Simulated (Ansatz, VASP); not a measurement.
**One calculation of Ca, two programs**

```
CELL_PARAMETERS angstrom
7.00963 0.00000 0.00000
0.00000 7.00963 0.00000
0.00000 0.00000 7.00963
ATOMIC_POSITIONS crystal
Ca 0.00000 0.00000 0.00000
Ca 0.50000 0.50000 0.50000
Ca 0.25000 0.00000 0.50000
Ca 0.75000 0.00000 0.50000
Ca 0.50000 0.25000 0.00000
Ca 0.50000 0.75000 0.00000
Ca 0.00000 0.50000 0.25000
Ca 0.00000 0.50000 0.75000
```

Alike in both runs: functional BLYP; k mesh 4 × 4 × 4; occupations fermi-dirac, width 0.1 eV; no spin polarisation.

Ansatz relaxed the structure, and its values are those at the end. VASP's run is a single point on that final structure, the one shown.

|  | VASP | Ansatz |
| --- | --- | --- |
| version | VASP 6.6.1 | Ansatz 0.2.0 |
| potentials or method | VASP PAW PBE potentials, release 64 (Ca_sv), cutoff 520 eV | plane waves (420 eV) with PAW, scalar-relativistic |
| valence electrons in the cell | 80 | 80 |

|  | VASP | Ansatz | Ansatz less VASP |
| --- | --- | --- | --- |
| pressure (GPa) | 0.0 | 0.0 | -0.01 |

VASP's potentials were made for PBE, not for BLYP. The functional is the same, so the differences come from potentials, cutoffs and numerics.
